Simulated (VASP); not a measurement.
# FeSi (P2_13) in VASP: further runs

Runs on FeSi. Level: PBE. Tasks: relaxation of the atoms, relaxation of cell and atoms.

Program: VASP 6.6.1. These are calculated values, not measurements. Logs are shortened: lines on timing, memory, paths and dates and some standing lists are left out, and cuts for length are marked.

### Step 1. The cell of the first run

The structure is cubic, space group P2_13 (No. 198). The conventional cell has a = 4.310 Å, b = 4.310 Å, c = 4.310 Å, α = 90.00°, β = 90.00°, γ = 90.00°. Fe (site symmetry 3) has 7 Si at 2.21 to 2.41 Å and 6 Fe at 2.64 Å within 2.9 Å. Within 2.9 Å of Si (site symmetry 3) lie 7 Fe at 2.21 to 2.41 Å and 6 Si at 2.67 Å.

### Step 2. Relaxation of the atoms, PBE (10.01 Å³/atom)

Contents of INCAR:

```
SYSTEM = FeSi
PREC = Accurate
ENCUT = 520
EDIFF = 1E-6
ISMEAR = 0
SIGMA = 0.01
LREAL = .False.
LASPH = .True.
NELM = 80
ALGO = Normal
ISIF = 2
LWAVE = .False.
LCHARG = .False.
GGA = PE
IBRION = 2
NSW = 50
EDIFFG = -0.01
```

Contents of KPOINTS:

```
Automatic mesh
0
Gamma
  8 8 8
  0 0 0
```

Contents of POSCAR:

```
FeSi
1.0
    4.3103770949      0.0000000000      0.0000000000
    0.0000000000      4.3103770949      0.0000000000
    0.0000000000      0.0000000000      4.3103770949
Fe Si
4 4
Direct
    0.1385196233      0.1385196233      0.1385196233
    0.3614803767      0.8614803767      0.6385196233
    0.6385196233      0.3614803767      0.8614803767
    0.8614803767      0.6385196233      0.3614803767
    0.8418531490      0.8418531490      0.8418531490
    0.6581468510      0.1581468510      0.3418531490
    0.3418531490      0.6581468510      0.1581468510
    0.1581468510      0.3418531490      0.6581468510
```

Potentials or basis: VASP PAW PBE potentials, release 64 (Fe, Si).

Launch:

```bash
$ cat potpaw_PBE.64/Fe/POTCAR potpaw_PBE.64/Si/POTCAR > POTCAR
$ mpirun -np 1 vasp_std > vasp.out
```

OUTCAR:

```text
SYSTEM = FeSi
   PREC = Accurate
   ENCUT = 520
   EDIFF = 1E-6
   ISMEAR = 0
   LREAL = .False.
   LASPH = .True.
   NELM = 80
   ISIF = 2
   GGA = PE
   IBRION = 2
   NSW = 50
   EDIFFG = -0.01

 ion  position               nearest neighbor table
   1  0.139  0.139  0.139-   5 2.21   6 2.25   7 2.25   8 2.25   7 2.41   8 2.41   6 2.41   3 2.64
                             4 2.64   2 2.64   2 2.64   4 2.64   3 2.64
   2  0.361  0.861  0.639-   6 2.21   5 2.25   7 2.25   8 2.25   7 2.41   8 2.41   5 2.41   1 2.64
                             1 2.64   3 2.64   3 2.64   4 2.64   4 2.64
   3  0.639  0.361  0.861-   7 2.21   6 2.25   5 2.25   8 2.25   8 2.41   6 2.41   5 2.41   1 2.64
                             4 2.64   2 2.64   2 2.64   4 2.64   1 2.64
   4  0.861  0.639  0.361-   8 2.21   6 2.25   7 2.25   5 2.25   6 2.41   5 2.41   7 2.41   1 2.64
                             3 2.64   2 2.64   1 2.64   2 2.64   3 2.64
   5  0.842  0.842  0.842-   1 2.21   2 2.25   3 2.25   4 2.25   3 2.41   4 2.41   2 2.41   7 2.67
                             8 2.67   8 2.67   7 2.67   6 2.67   6 2.67
   6  0.658  0.158  0.342-   2 2.21   1 2.25   3 2.25   4 2.25   3 2.41   4 2.41   1 2.41   7 2.67
                             7 2.67   8 2.67   8 2.67   5 2.67   5 2.67
   7  0.342  0.658  0.158-   3 2.21   2 2.25   1 2.25   4 2.25   4 2.41   2 2.41   1 2.41   5 2.67
                             6 2.67   6 2.67   5 2.67   8 2.67   8 2.67
   8  0.158  0.342  0.658-   4 2.21   2 2.25   3 2.25   1 2.25   2 2.41   1 2.41   3 2.41   5 2.67
                             5 2.67   6 2.67   6 2.67   7 2.67   7 2.67

  LATTYP: Found a simple cubic cell.
 ALAT       =     4.3103770949

  Lattice vectors:

 A1 = (   4.3103770949,   0.0000000000,   0.0000000000)
 A2 = (   0.0000000000,   4.3103770949,   0.0000000000)
 A3 = (   0.0000000000,   0.0000000000,   4.3103770949)

Analysis of symmetry for initial positions (statically):
=====================================================================
 Subroutine PRICEL returns:
 Original cell was already a primitive cell.

 Routine SETGRP: Setting up the symmetry group for a
 simple cubic supercell.

 Subroutine GETGRP returns: Found 12 space group operations
 (whereof  3 operations were pure point group operations)
 out of a pool of 48 trial point group operations.

The static configuration has the point symmetry C_3 .
 The point group associated with its full space group is T   .

Analysis of symmetry for dynamics (positions and initial velocities):
=====================================================================
 Subroutine PRICEL returns:
 Original cell was already a primitive cell.

 Routine SETGRP: Setting up the symmetry group for a
 simple cubic supercell.

 Subroutine GETGRP returns: Found 12 space group operations
 (whereof  3 operations were pure point group operations)
 out of a pool of 48 trial point group operations.

The dynamic configuration has the point symmetry C_3 .
 The point group associated with its full space group is T   .

 Subroutine INISYM returns: Found 12 space group operations
 (whereof  3 operations are pure point group operations),
 and found     1 'primitive' translations

----------------------------------------------------------------------------------------

                                     Primitive cell

  volume of cell :      80.0840

  direct lattice vectors                    reciprocal lattice vectors
     4.310377095  0.000000000  0.000000000     0.231998263  0.000000000  0.000000000
     0.000000000  4.310377095  0.000000000     0.000000000  0.231998263  0.000000000
     0.000000000  0.000000000  4.310377095     0.000000000  0.000000000  0.231998263

  length of vectors
     4.310377095  4.310377095  4.310377095     0.231998263  0.231998263  0.231998263

  position of ions in fractional coordinates (direct lattice)
     0.138519623  0.138519623  0.138519623
     0.361480377  0.861480377  0.638519623
     0.638519623  0.361480377  0.861480377
     0.861480377  0.638519623  0.361480377
     0.841853149  0.841853149  0.841853149
     0.658146851  0.158146851  0.341853149
     0.341853149  0.658146851  0.158146851
     0.158146851  0.341853149  0.658146851

  ion indices of the primitive-cell ions
   primitive index   ion index
                 1           1
                 2           2
                 3           3
                 4           4
                 5           5
                 6           6
                 7           7
                 8           8

----------------------------------------------------------------------------------------

 KPOINTS: Automatic mesh

Automatic generation of k-mesh.
 Grid dimensions read from file:
 generate k-points for:    8    8    8

 Generating k-lattice:

  Cartesian coordinates                     Fractional coordinates (reciprocal lattice)
     0.028999783  0.000000000  0.000000000     0.125000000  0.000000000  0.000000000
     0.000000000  0.028999783  0.000000000     0.000000000  0.125000000  0.000000000
     0.000000000  0.000000000  0.028999783     0.000000000  0.000000000  0.125000000

  Length of vectors
     0.028999783  0.028999783  0.028999783

  Shift w.r.t. Gamma in fractional coordinates (k-lattice)
     0.000000000  0.000000000  0.000000000

 Subroutine IBZKPT returns following result:
 ===========================================

 Found     45 irreducible k-points:

 Following reciprocal coordinates:
            Coordinates               Weight
  0.000000  0.000000  0.000000      1.000000
  0.125000  0.000000  0.000000      6.000000
  0.250000  0.000000  0.000000      6.000000
  0.375000  0.000000  0.000000      6.000000
  0.500000  0.000000  0.000000      3.000000
  0.125000  0.125000  0.000000     12.000000
[... 16 lines left out ...]
  0.250000  0.125000  0.125000     24.000000
  0.375000  0.125000  0.125000     24.000000
 [... further k-points ...]
   k-points           NKPTS =     45   k-points in BZ     NKDIM =     45   number of bands    NBANDS=     29
   number of dos      NEDOS =    301   number of ions     NIONS =      8
   total plane-waves  NPLWV =  32768
   dimension x,y,z NGX =    32 NGY =   32 NGZ =   32
   dimension x,y,z NGXF=    64 NGYF=   64 NGZF=   64
   ions per type =               4   4
   NGX,Y,Z   is equivalent  to a cutoff of  12.34, 12.34, 12.34 a.u.
   NGXF,Y,Z  is equivalent  to a cutoff of  24.68, 24.68, 24.68 a.u.
 SYSTEM =  FeSi
   PREC   = accura    normal or accurate (medium, high low for compatibility)
   ISTART =      0    job   : 0-new  1-cont  2-samecut
   ICHARG =      2    charge: 1-file 2-atom 10-const
   ISPIN  =      1    spin polarized calculation?
   LNONCOLLINEAR =      F non collinear calculations
   LSORBIT =      F    spin-orbit coupling
   LASPH  =      T    aspherical Exc in radial PAW
   ENCUT  =  520.0 eV  38.22 Ry    6.18 a.u.   8.01  8.01  8.01*2*pi/ulx,y,z
   NELM   =     80;   NELMIN=  2; NELMDL= -5     # of ELM steps
   EDIFF  = 0.1E-05   stopping-criterion for ELM
   LREAL  =      F    real-space projection
   EDIFFG = -.1E-01   stopping-criterion for IOM
   NSW    =     50    number of steps for IOM
   IBRION =      2    ionic relax: 0-MD 1-quasi-New 2-CG
   NFREE  =      1    steps in history (QN), initial steepest desc. (CG)
   ISIF   =      2    stress and relaxation
   ISYM   =      2    0-nonsym 1-usesym 2-fastsym
   POTIM  = 0.5000    time-step for ionic-motion
   TEBEG  =    0.0;   TEEND  =   0.0 temperature during run
   PSTRESS=    0.0 pullay stress
   NELECT =      48.0000    total number of electrons
   NUPDOWN=      -1.0000    fix difference up-down
   EMIN   =  10.00;   EMAX   =-10.00  energy-range for DOS
   EFERMI =   0.00;   METHOD = LEGACY
   ISMEAR =     0;   SIGMA  =   0.01  broadening in eV -4-tet -1-fermi 0-gaus
   EFERMI_NEDOS =   21; number of points for ismear=-14 and -15
   IALGO  =     38    algorithm
   IMIX   =      4    mixing-type and parameters
     AMIX     =   0.40;   BMIX     =  1.00
     AMIX_MAG =   1.60;   BMIX_MAG =  1.00
  volume/ion in A,a.u.               =      10.01        67.55
  Fermi-wavevector in a.u.,A,eV,Ry     =   1.380299  2.608388 25.922181  1.905227
  Thomas-Fermi vector in A             =   2.505189
   LORBIT       =      0    0 simple, 1 ext, 2 COOP (PROOUT), +10 PAW based schemes
   GGA     = PE    functional components
   LHFCALC =     F    Hartree Fock is set to
   AEXX    =    0.0000 exact exchange contribution
   IVDW    =     0    specifies the selected vdW correction
   LEPSILON=     F    determine dielectric tensor
   LRPA    =     F    only Hartree local field effects (RPA)
 conjugate gradient relaxation of ions
 non-spin polarized calculation
 Gauss-broadening in eV      SIGMA  =   0.01
  energy-cutoff  :      520.00
  volume of cell :       80.08
 maximum number of plane-waves:      2192
   NGX = 17   NGY = 17   NGZ = 17

--------------------------------------- Ionic step        1  -------------------------------------------

 number of electron      48.0000013 magnetization

 Free energy of the ion-electron system (eV)
  ---------------------------------------------------
  ext. energy  EPLUGINS =         0.00000000
  ---------------------------------------------------
  free energy    TOTEN  =       -58.19026695 eV

  energy without entropy =      -58.19026695  energy(sigma->0) =      -58.19026695

------------------------ aborting loop because EDIFF is reached ----------------------------------------

  FORCE on cell =-STRESS in cart. coord.  units (eV):
  Direction    XX          YY          ZZ          XY          YZ          ZX
  --------------------------------------------------------------------------------------
  -------------------------------------------------------------------------------------
  Total       13.1383121     13.1383121     13.1383121     -0.0000000     -0.0000000     -0.0000000
  in kB      262.8478074    262.8478074    262.8478074     -0.0000000     -0.0000000     -0.0000000
  external PRESSURE =     262.8478074 kB  Pullay stress =       0.0000000 kB
[... 69 lines left out ...]
  energy  without entropy=      -58.1941409227  energy(sigma->0) =      -58.19414092

--------------------------------------- Ionic step        3  -------------------------------------------

 number of electron      48.0000019 magnetization

 Free energy of the ion-electron system (eV)
  ---------------------------------------------------
  ext. energy  EPLUGINS =         0.00000000
  ---------------------------------------------------
  free energy    TOTEN  =       -58.19431835 eV

  energy without entropy =      -58.19431835  energy(sigma->0) =      -58.19431835

 E-fermi :  11.0444     XC(G=0): -13.2776

 val. band max:       11.0003822406   @ k =  -0.1250   0.3750   0.0000
 cond. band min:      11.1535750129   @ k =   0.3750   0.1250   0.1250
 fundamental gap:      0.1531927723
 Fermi energy:        11.0443911731

 k-point     1 :       0.0000    0.0000    0.0000
  band No.  band energies     occupation
      1      -3.0198      2.00000
      2       2.6514      2.00000
      3       2.6514      2.00000
      4       2.6514      2.00000
      5       5.5344      2.00000
      6       5.5344      2.00000
[... 757 lines left out ...]
     28      13.4824      0.00000
     29      13.8084      0.00000

 [... further k-points ...]

------------------------ aborting loop because EDIFF is reached ----------------------------------------

  FORCE on cell =-STRESS in cart. coord.  units (eV):
  Direction    XX          YY          ZZ          XY          YZ          ZX
  --------------------------------------------------------------------------------------
  -------------------------------------------------------------------------------------
  Total       12.9688303     12.9688303     12.9688303      0.0000000      0.0000000      0.0000000
  in kB      259.4571188    259.4571188    259.4571188      0.0000000      0.0000000      0.0000000
  external PRESSURE =     259.4571188 kB  Pullay stress =       0.0000000 kB
[... 23 lines left out ...]
  FREE ENERGIE OF THE ION-ELECTRON SYSTEM (eV)
  ---------------------------------------------------
  free  energy   TOTEN  =       -58.1943183499 eV

  energy  without entropy=      -58.1943183499  energy(sigma->0) =      -58.19431835

 reached required accuracy - stopping structural energy minimisation
```

It took 2.4 min on 1 thread of Intel Xeon Platinum 8259CL at 2.50GHz (Skylake/Cascade Lake), shared host; peak memory 0.23 GiB.

What came out:

```
Free energy               : -58.1943 eV
Energy gained by relaxing : 0.5 meV/atom
Ionic steps               : 3
Pressure after relaxing   : 25.9 GPa
Band gap on the k mesh    : 0.15 eV (least direct gap 0.17 eV)
```

The path:
```csv
step,energy change (eV),largest force (eV/Å),pressure (GPa)
1,0.0000,0.1718,26.28
2,-0.0039,0.0353,25.97
3,-0.0041,0.0015,25.95
```

Final structure:
```
Fe Si
1.0
     4.31038    0.00000    0.00000
     0.00000    4.31038    0.00000
     0.00000    0.00000    4.31038
Fe Si
4 4
Direct
  0.13992 0.13992 0.13992
  0.36008 0.86008 0.63992
  0.63992 0.36008 0.86008
  0.86008 0.63992 0.36008
  0.84235 0.84235 0.84235
  0.65765 0.15765 0.34235
  0.34235 0.65765 0.15765
  0.15765 0.34235 0.65765
```

A k mesh can miss the band edges. Spin polarisation is off, so any magnetic state and its effect on volume and gap are missing.

(Continued in part 2 of 2.)
